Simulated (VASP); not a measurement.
A run of VASP 6.6.1:

The input INCAR:

```
PREC = Accurate ; ENCUT = 500
EDIFF = 1E-6 ; ISMEAR = -1
SIGMA = 0.02 ; LREAL = F
LASPH = T ; NELM = 120
ALGO = Normal ; ISIF = 2
LWAVE = F ; LCHARG = F
GGA = PE ; NBANDS = 11
GGA_COMPAT = F
```

File KPOINTS:

```
regular mesh
0
Gamma
  8 8 8
```

POSCAR

```
BAs
1.0
    0.0000000000      2.3885000000      2.3885000000
    2.3885000000      0.0000000000      2.3885000000
    2.3885000000      2.3885000000      0.0000000000
B As
1 1
Direct
    0.0000000000      0.0000000000      0.0000000000
    0.2500000000      0.2500000000      0.2500000000
```

Potentials or basis: VASP PAW PBE potentials, release 64 (B, As).

Run with:

```console
$ cat potpaw_PBE.64/B/POTCAR potpaw_PBE.64/As/POTCAR > POTCAR
$ mpirun -np 1 vasp_std > vasp.out
```

Hardware: 1 thread of Intel Xeon 8259CL, on a shared host.

**Question.** How long does it take, and how much memory?

**Answer.** Run time: 18 s on 1 thread of Intel Xeon 8259CL, on a shared host, peak memory 0.16 GiB. Counts: scf iterations 12, k points 29.
